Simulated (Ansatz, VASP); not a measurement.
## La: VASP beside Ansatz

The input INCAR:

```
ALGO = Normal ; EDIFF = 1E-6
ENCUT = 520 ; ISIF = 2
ISMEAR = -1 ; LASPH = T
LCHARG = F ; LREAL = F
LWAVE = F ; NBANDS = 18
NELM = 100 ; PREC = Accurate
SIGMA = 0.05
```

The input KPOINTS:

```
k-points
0
Gamma
  11 11 6
```

POSCAR

```
La
1.0
    3.7374601441      0.0000000000      0.0000000000
   -1.8687300720      3.2367354304      0.0000000000
    0.0000000000      0.0000000000      6.0496988450
La
2
Direct
    0.3333333333      0.6666666667      0.2500000000
    0.6666666667      0.3333333333      0.7500000000
```

Input for Ansatz:

```yaml
crystal:
  lattice:
    - [3.7374601441, 0.0, 0.0]
    - [-1.868730072, 3.2367354304, 0.0]
    - [0.0, 0.0, 6.049698845]
  atoms:
    - { symbol: La, position: [0.3333333333, 0.6666666667, 0.25] }
    - { symbol: La, position: [0.6666666667, 0.3333333333, 0.75] }
kpoints:
  mp_grid: { grid: [11, 11, 6] }
  band_path:
    path:
      - [0.0, 0.0, 0.0]
      - [0.5, 0.0, 0.0]
      - [0.3333333333, 0.3333333333, 0.0]
      - [0.0, 0.0, 0.0]
      - [0.0, 0.0, 0.5]
      - [0.5, 0.0, 0.5]
      - [0.3333333333, 0.3333333333, 0.5]
      - [0.0, 0.0, 0.5]
      - [0.5, 0.0, 0.5]
    npoints: 5
scf:
  occupations: { method: fermi_dirac, width: 0.05 }
hamiltonian:
  xc: lda
  pseudopotentials: { kind: all_electron, lapw: { basis_error: 0.00025 } }
output:
  forces: true
  stress: true
  eigenvalues: true
```

Change from the starting cell: volume scaled by 0.99.

Alike in both runs: task single point; functional LDA; k mesh 11 × 11 × 6; occupations fermi-dirac, width 0.05 eV; no spin polarisation.

```csv
,VASP,Ansatz
version,VASP 6.6.1,Ansatz 0.2.0
potentials or method,"VASP PAW LDA potentials, release 64 (La), cutoff 520 eV","all-electron LAPW, scalar-relativistic"
```

```tsv
	VASP	Ansatz	Ansatz less VASP
pressure (GPa)	-2.9	-2.8	+0.10
traceless stress, the component that is largest in VASP (GPa)	-0.07	-0.06	+0.008
```

LDA's correlation is that of Perdew and Zunger in VASP and of Perdew and Wang (1992) in Ansatz. Ansatz ran all-electron here, and VASP with PAW potentials.

Spin-orbit coupling is off throughout.
